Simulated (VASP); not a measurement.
# SrRe2 (Fd-3m) in VASP: further runs, part 2 of 2

VASP 6.6.1. Earlier steps stand in the parts before.

## Step 4: Relaxation of cell and atoms, PBE

The input, INCAR:

```
SYSTEM = SrRe2
PREC = Accurate
ENCUT = 600
EDIFF = 1E-6
ISMEAR = 0
SIGMA = 0.1
LREAL = .FALSE.
LASPH = .TRUE.
NELM = 60
ALGO = Fast
ISIF = 3
LWAVE = .FALSE.
LCHARG = .FALSE.
GGA = PE
IBRION = 2
NSW = 100
EDIFFG = -0.01
```

The input, KPOINTS:

```
Automatic mesh
0
G
  8 8 8
  0 0 0
```

The input, POSCAR:

```
SrRe2
1.0
    0.0000000000      3.9544111578      3.9544111578
    3.9544111578      0.0000000000      3.9544111578
    3.9544111578      3.9544111578      0.0000000000
Sr Re
2 4
Direct
    0.0000000000      0.0000000000      0.0000000000
    0.2500000000      0.2500000000      0.2500000000
    0.6250000000      0.6250000000      0.6250000000
    0.1250000000      0.6250000000      0.6250000000
    0.6250000000      0.6250000000      0.1250000000
    0.6250000000      0.1250000000      0.6250000000
```

Potentials or basis: VASP PAW PBE potentials, release 64 (Sr_sv, Re).

The run is started by

```
$ cat potpaw_PBE.64/Sr_sv/POTCAR potpaw_PBE.64/Re/POTCAR > POTCAR
$ mpirun -np 1 vasp_std > vasp.out
```

OUTCAR:

```text
SYSTEM = SrRe2
   PREC = Accurate
   ENCUT = 600
   EDIFF = 1E-6
   ISMEAR = 0
   LREAL = .FALSE.
   LASPH = .TRUE.
   NELM = 60
   ISIF = 3
   GGA = PE
   IBRION = 2
   NSW = 100
   EDIFFG = -0.01

 ion  position               nearest neighbor table
   1  0.000  0.000  0.000-   5 3.28   6 3.28   4 3.28   5 3.28   4 3.28   6 3.28   3 3.28   3 3.28
                             3 3.28   4 3.28   5 3.28   6 3.28   2 3.42   2 3.42   2 3.42   2 3.42
   2  0.250  0.250  0.250-   4 3.28   6 3.28   4 3.28   5 3.28   5 3.28   6 3.28   3 3.28   6 3.28
                             3 3.28   3 3.28   4 3.28   5 3.28   1 3.42   1 3.42   1 3.42   1 3.42
   3  0.625  0.625  0.625-   4 2.80   5 2.80   6 2.80   5 2.80   6 2.80   4 2.80   1 3.28   2 3.28
                             1 3.28   2 3.28   1 3.28   2 3.28
   4  0.125  0.625  0.625-   3 2.80   5 2.80   6 2.80   3 2.80   5 2.80   6 2.80   2 3.28   1 3.28
                             2 3.28   1 3.28   1 3.28   2 3.28
   5  0.625  0.625  0.125-   3 2.80   3 2.80   4 2.80   6 2.80   6 2.80   4 2.80   1 3.28   2 3.28
                             1 3.28   2 3.28   1 3.28   2 3.28
   6  0.625  0.125  0.625-   3 2.80   5 2.80   3 2.80   4 2.80   5 2.80   4 2.80   1 3.28   2 3.28
                             1 3.28   2 3.28   1 3.28   2 3.28

  LATTYP: Found a face centered cubic cell.
 ALAT       =     7.9088223156

  Lattice vectors:

 A1 = (   0.0000000000,   3.9544111578,   3.9544111578)
 A2 = (   3.9544111578,   0.0000000000,   3.9544111578)
 A3 = (   3.9544111578,   3.9544111578,   0.0000000000)

Analysis of symmetry for initial positions (statically):
=====================================================================
 Subroutine PRICEL returns:
 Original cell was already a primitive cell.

 Routine SETGRP: Setting up the symmetry group for a
 face centered cubic supercell.

 Subroutine GETGRP returns: Found 48 space group operations
 (whereof 24 operations were pure point group operations)
 out of a pool of 48 trial point group operations.

The static configuration has the point symmetry T_d .
 The point group associated with its full space group is O_h .

Analysis of symmetry for dynamics (positions and initial velocities):
=====================================================================
 Subroutine PRICEL returns:
 Original cell was already a primitive cell.

 Routine SETGRP: Setting up the symmetry group for a
 face centered cubic supercell.

 Subroutine GETGRP returns: Found 48 space group operations
 (whereof 24 operations were pure point group operations)
 out of a pool of 48 trial point group operations.

The dynamic configuration has the point symmetry T_d .
 The point group associated with its full space group is O_h .

 Subroutine INISYM returns: Found 48 space group operations
 (whereof 24 operations are pure point group operations),
 and found     1 'primitive' translations

----------------------------------------------------------------------------------------

                                     Primitive cell

  volume of cell :     123.6732

  direct lattice vectors                    reciprocal lattice vectors
     0.000000000  3.954411158  3.954411158    -0.126441076  0.126441076  0.126441076
     3.954411158  0.000000000  3.954411158     0.126441076 -0.126441076  0.126441076
     3.954411158  3.954411158  0.000000000     0.126441076  0.126441076 -0.126441076

  length of vectors
     5.592381891  5.592381891  5.592381891     0.219002367  0.219002367  0.219002367

[... 96 lines left out ...]
   POTIM  = 0.5000    time-step for ionic-motion
   TEBEG  =    0.0;   TEEND  =   0.0 temperature during run
   PSTRESS=    0.0 pullay stress
   NELECT =      48.0000    total number of electrons
   NUPDOWN=      -1.0000    fix difference up-down
   EMIN   =  10.00;   EMAX   =-10.00  energy-range for DOS
   EFERMI =   0.00;   METHOD = LEGACY
   ISMEAR =     0;   SIGMA  =   0.10  broadening in eV -4-tet -1-fermi 0-gaus
   EFERMI_NEDOS =   21; number of points for ismear=-14 and -15
   IALGO  =     68    algorithm
   IMIX   =      4    mixing-type and parameters
     AMIX     =   0.40;   BMIX     =  1.00
     AMIX_MAG =   1.60;   BMIX_MAG =  1.00
  volume/ion in A,a.u.               =      20.61       139.10
  Fermi-wavevector in a.u.,A,eV,Ry     =   1.194162  2.256640 19.402235  1.426024
  Thomas-Fermi vector in A             =   2.330159
   LORBIT       =      0    0 simple, 1 ext, 2 COOP (PROOUT), +10 PAW based schemes
   GGA     = PE    functional components
   LHFCALC =     F    Hartree Fock is set to
   AEXX    =    0.0000 exact exchange contribution
   IVDW    =     0    specifies the selected vdW correction
   LEPSILON=     F    determine dielectric tensor
   LRPA    =     F    only Hartree local field effects (RPA)
 conjugate gradient relaxation of ions
 non-spin polarized calculation
 RMM-DIIS sequential band-by-band and
 Gauss-broadening in eV      SIGMA  =   0.10
  energy-cutoff  :      600.00
  volume of cell :      123.67
 maximum number of plane-waves:      4156
 NGX is ok and might be reduce to    48
   NGX = 23   NGY = 23   NGZ = 23

--------------------------------------- Ionic step        1  -------------------------------------------

 number of electron      47.9999999 magnetization

 Free energy of the ion-electron system (eV)
  ---------------------------------------------------
  ext. energy  EPLUGINS =         0.00000000
  ---------------------------------------------------
  free energy    TOTEN  =       -49.46359942 eV

  energy without entropy =      -49.45016212  energy(sigma->0) =      -49.45688077

------------------------ aborting loop EDIFF was not reached (unconverged)  ----------------------------

  FORCE on cell =-STRESS in cart. coord.  units (eV):
  Direction    XX          YY          ZZ          XY          YZ          ZX
  --------------------------------------------------------------------------------------
  -------------------------------------------------------------------------------------
  Total       -3.2801274     -3.2801274     -3.2801274      0.0000000      0.0000000      0.0000000
  in kB      -42.4938260    -42.4938260    -42.4938260      0.0000000      0.0000000      0.0000000
  external PRESSURE =     -42.4938260 kB  Pullay stress =       0.0000000 kB
[... 27 lines left out ...]
--------------------------------------- Ionic step        2  -------------------------------------------

 number of electron      47.9999999 magnetization

------------------------ aborting loop because EDIFF is reached ----------------------------------------

  FORCE on cell =-STRESS in cart. coord.  units (eV):
  Direction    XX          YY          ZZ          XY          YZ          ZX
  --------------------------------------------------------------------------------------
  -------------------------------------------------------------------------------------
  Total        6.1596089      6.1596089      6.1596089      0.0000000     -0.0000000     -0.0000000
  in kB       86.4592241     86.4592241     86.4592241      0.0000000     -0.0000000     -0.0000000
  external PRESSURE =      86.4592241 kB  Pullay stress =       0.0000000 kB
[... 27 lines left out ...]
--------------------------------------- Ionic step        3  -------------------------------------------

 number of electron      48.0000003 magnetization

 Free energy of the ion-electron system (eV)
  ---------------------------------------------------
  ext. energy  EPLUGINS =         0.00000000
  ---------------------------------------------------
  free energy    TOTEN  =       -49.51715642 eV

  energy without entropy =      -49.50362639  energy(sigma->0) =      -49.51039141

 E-fermi :   5.1158     XC(G=0): -11.6714

 val. band max:        5.0740908084   @ k =   0.3750   0.2500   0.1250
 cond. band min:       5.1323771028   @ k =  -0.1250   0.1250   0.0000
 fundamental gap:      0.0582862945
 Fermi energy:         5.1158278424

 k-point     1 :       0.0000    0.0000    0.0000
  band No.  band energies     occupation
      1     -28.7178      2.00000
      2     -28.5364      2.00000
      3     -11.1432      2.00000
      4     -11.1432      2.00000
      5     -11.1432      2.00000
      6     -10.6519      2.00000
[... 733 lines left out ...]
     27       5.7683      0.00000
     28       5.8230      0.00000

 [... further k-points ...]

------------------------ aborting loop because EDIFF is reached ----------------------------------------

  FORCE on cell =-STRESS in cart. coord.  units (eV):
  Direction    XX          YY          ZZ          XY          YZ          ZX
  --------------------------------------------------------------------------------------
  -------------------------------------------------------------------------------------
  Total       -0.0237180     -0.0237180     -0.0237180      0.0000000      0.0000000      0.0000000
  in kB       -0.3167458     -0.3167458     -0.3167458      0.0000000      0.0000000      0.0000000
  external PRESSURE =      -0.3167458 kB  Pullay stress =       0.0000000 kB
[... 21 lines left out ...]
  FREE ENERGIE OF THE ION-ELECTRON SYSTEM (eV)
  ---------------------------------------------------
  free  energy   TOTEN  =       -49.5171564241 eV

  energy  without entropy=      -49.5036263881  energy(sigma->0) =      -49.51039141

 reached required accuracy - stopping structural energy minimisation
```

OSZICAR:

```text
N       E                     dE             d eps       ncg     rms          rms(c)
DAV:   1     0.523204272149E+03    0.52320E+03   -0.22273E+04  2848   0.210E+03
[... 153 lines left out ...]
RMM:  36    -0.495171786087E+02    0.20737E-04   -0.52167E-05  2199   0.774E-02    0.172E-01
RMM:  37    -0.495171589184E+02    0.19690E-04   -0.85204E-05  2162   0.713E-02    0.122E-01
RMM:  38    -0.495171541263E+02    0.47921E-05   -0.47081E-05  1953   0.616E-02    0.998E-02
RMM:  39    -0.495171514207E+02    0.27055E-05   -0.62521E-05  2149   0.620E-02    0.781E-02
RMM:  40    -0.495171541033E+02   -0.26826E-05   -0.38262E-05  1936   0.595E-02    0.756E-02
RMM:  41    -0.495171556246E+02   -0.15213E-05   -0.12714E-05  1583   0.423E-02    0.729E-02
RMM:  42    -0.495171564241E+02   -0.79940E-06   -0.60656E-06  1404   0.561E-02
   3 F= -.49517156E+02 E0= -.49510391E+02  d E =-.535570E-01
```

Wall time 22 min (1 thread of Intel Xeon Platinum 8559C (Emerald Rapids), shared host); peak memory 0.44 GiB.

Results:

```
Free energy                           : -49.5172 eV
Relaxed volume                        : 20.00 Å³/atom
Relaxed cell                          : a = 5.536 Å, b = 5.536 Å, c = 5.536 Å, α = 60.00°, β = 60.00°, γ = 60.00°
Space group after relaxing (to 0.1 Å) : Fd-3m (No. 227)
Energy gained by relaxing             : 8.9 meV/atom
Ionic steps                           : 3
Pressure after relaxing               : 0.0 GPa
Band gap on the k mesh                : zero (bands 24 and 25 overlap by 1.92 eV)
```

The path:
```csv
step,energy change (eV),largest force (eV/Å),pressure (GPa),volume (Å³)
1,0.0000,0.0000,-4.25,123.67
2,0.0957,0.0000,8.65,114.14
3,-0.0536,0.0000,-0.03,119.97
```

Final structure:
```
Sr Re
1.0
     0.00000    3.91456    3.91456
     3.91456    0.00000    3.91456
     3.91456    3.91456    0.00000
Sr Re
2 4
Direct
  0.00000 0.00000 0.00000
  0.25000 0.25000 0.25000
  0.62500 0.62500 0.62500
  0.12500 0.62500 0.62500
  0.62500 0.62500 0.12500
  0.62500 0.12500 0.62500
```

Caveat: spin-orbit coupling is left out, which moves the levels of the heavy elements.

## Step 5: Overview

| task | cell | k mesh | cutoff (eV) | gap on the mesh (eV) | pressure (GPa) |
| --- | --- | --- | --- | --- | --- |
| single point | a = 5.592 Å, angles 60.0°, 6 atoms | 4 × 4 × 4 | 520 | none | -4.2 |
| single point | a = 5.537 Å, angles 60.0°, 6 atoms | 8 × 8 × 8 | 520 | none | -0.1 |
| relaxation of cell and atoms | relaxed from a = 5.592 Å, angles 60.0°, 6 atoms | 8 × 8 × 8 | 600 | none | 0.0 |

Alike in all rows: level PBE; potentials or basis VASP PAW PBE potentials, release 64 (Sr_sv, Re); no spin polarisation; smearing gaussian 0.1 eV.

Caveats: spin-orbit coupling is left out, which moves the levels of the heavy elements; the cell stands under tension (at least some runs).

Total energies depend on the potentials used, so only differences within one code and one set of settings carry meaning.
